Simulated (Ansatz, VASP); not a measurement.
One calculation of Bi, two programs

The input INCAR:

```
PREC     = Accurate       # precision mode
ENCUT    = 520            # plane-wave cutoff, eV
EDIFF    = 1E-6           # SCF threshold, eV
ISMEAR   = -1             # smearing method
SIGMA    = 0.03           # smearing width, eV
LREAL    = False          # projectors in reciprocal space
LASPH    = True           # aspherical terms in the spheres
NELM     = 80             # most SCF steps
ALGO     = Normal         # electronic algorithm
ISIF     = 2              # what is computed and relaxed
LWAVE    = False          # write WAVECAR
LCHARG   = False          # write CHGCAR
GGA      = PE             # functional
NBANDS   = 22             # bands
```

The input KPOINTS:

```
Automatic mesh
0
Gamma
  11 11 11
```

File POSCAR:

```
Bi
1.0
    2.2203365086      1.2500469794      3.9181468334
   -2.3256628482      1.2955069730      3.9636068270
   -0.0132936605     -2.6641739523      3.9802463395
Bi
2
Direct
    0.2338900000      0.2338900000      0.2338900000
    0.7661100000      0.7661100000      0.7661100000
```

Input for Ansatz:

```yaml
crystal:
  lattice:
    - [2.2203365086, 1.2500469794, 3.9181468334]
    - [-2.3256628482, 1.295506973, 3.963606827]
    - [-0.0132936605, -2.6641739523, 3.9802463395]
  atoms:
    - { symbol: Bi, position: [0.23389, 0.23389, 0.23389] }
    - { symbol: Bi, position: [0.76611, 0.76611, 0.76611] }
kpoints:
  mp_grid: { grid: [11, 11, 11] }
  band_path:
    path:
      - [0.0, 0.0, 0.0]
      - [0.0, 0.0, -0.5]
      - [0.5, 0.5, 0.5]
      - [0.0, 0.0, 0.0]
      - [0.0, -0.5, 0.0]
      - [0.5, 0.0, 0.0]
      - [0.0, 0.0, 0.0]
      - [0.5, 0.0, 0.5]
      - [0.0, -0.5, -0.5]
    npoints: 5
scf:
  occupations: { method: fermi_dirac, width: 0.03 }
hamiltonian:
  xc: pbe
  pseudopotentials: { kind: all_electron, lapw: { basis_error: 0.00025 } }
output:
  forces: true
  stress: true
  eigenvalues: true
```

Change from the starting cell: equal xy, yz and zx shear strains of -2 %.

Alike in both runs: task single point; functional PBE; k mesh 11 × 11 × 11; occupations fermi-dirac, width 0.03 eV; no spin polarisation.

|  | VASP | Ansatz |
| --- | --- | --- |
| version | VASP 6.6.1 | Ansatz 0.2.0 |
| potentials or method | VASP PAW PBE potentials, release 64 (Bi_d), cutoff 520 eV | all-electron LAPW, scalar-relativistic |

|  | VASP | Ansatz | Ansatz less VASP |
| --- | --- | --- | --- |
| pressure (GPa) | 1.8 | 1.8 | +0.07 |
| traceless stress, the component that is largest in VASP (GPa) | 0.95 | 0.95 | +0.003 |
| rms of the force components (eV/Å) | 0.138 | 0.135 | -0.0033 |

Atom by atom the forces differ by 0.004 eV/Å (rms over components). Ansatz ran all-electron here, and VASP with PAW potentials.

Neither program's run includes spin-orbit coupling.
